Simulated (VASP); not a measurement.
LiF (a cell with a defect), 62 atoms in the cell. The cell holds a defect, 62 atoms: a = 8.015 Å, b = 8.015 Å, c = 8.015 Å, α = 90.00°, β = 90.00°, γ = 90.00°. 

| Item | Value |
| --- | --- |
| Program | VASP 6.6.1 |
| Task | single point |
| Functional | PBEsol |
| Potentials or basis | VASP PAW PBE potentials, release 64 (F, Li_sv) |
| Cutoff | 650 eV |
| k mesh | 1 × 1 × 1, shifted |
| Occupations | fermi-dirac, width 0.05 eV |
| Spin | no spin polarisation |
| Dipole correction | no |
| Further INCAR settings | LREAL = Auto; ALGO = Normal; EDIFF = 1e-06; NBANDS = 192; ISYM = -1 |

Potentials or basis: VASP PAW PBE potentials, release 64 (F, Li_sv).

The run is started by

```console
$ cat potpaw_PBE.64/F/POTCAR potpaw_PBE.64/Li_sv/POTCAR > POTCAR
$ mpirun -np 1 vasp_std > vasp.out
```

Hardware: 1 thread of Intel(R) Xeon(R) Platinum 8375C CPU @ 2.90GHz (Ice Lake) (shared host).

Q: How long does it take, and how much memory?

A: Wall time 6.4 min on 1 thread of Intel(R) Xeon(R) Platinum 8375C CPU @ 2.90GHz (Ice Lake), with other jobs on the host, peak memory 0.68 GiB. Counts: scf iterations 18, k points 1.
